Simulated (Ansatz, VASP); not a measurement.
## AlCo: VASP and Ansatz over several settings

```
Co Al
1.0
     2.81940    0.00000    0.00000
     0.00000    2.81940    0.00000
     0.00000    0.00000    2.81940
Co Al
1 1
Direct
  0.50000 0.50000 0.50000
  0.00000 0.00000 0.00000
```

Single points on this cell with VASP 6.6.1 and Ansatz 0.2.0. Each row is one pair of runs. Alike in all rows: smearing: fermi-dirac, width 0.05 eV; Ansatz's potentials, cutoff: Ansatz PAW, 420 eV.

| level | spin | k mesh | VASP's potentials, cutoff | net moment per atom (μB), VASP | net moment per atom (μB), Ansatz |
| --- | --- | --- | --- | --- | --- |
| PBE | off | 9 × 9 × 9 | VASP PAW PBE potentials, release 64 (Co, Al), 520 eV | - | - |
| PBE | collinear, typed start | 9 × 9 × 9 | VASP PAW PBE potentials, release 64 (Co, Al), 520 eV | 0.00 | 0.00 |
| PBEsol | collinear, typed start | 8 × 8 × 8 | VASP PAW PBE potentials, release 64 (Co_sv, Al), 600 eV | 2.00 | 2.00 |
| PBE | collinear, typed start | 8 × 8 × 8 | VASP PAW PBE potentials, release 64 (Co_sv, Al), 600 eV | 1.25 | 1.25 |

Net moment per atom (μB): the two programs differ by at most 0.

VASP's potentials hold 12 valence electrons a cell and Ansatz's 20 in some rows, so a difference there can come from the potentials and not from the codes.
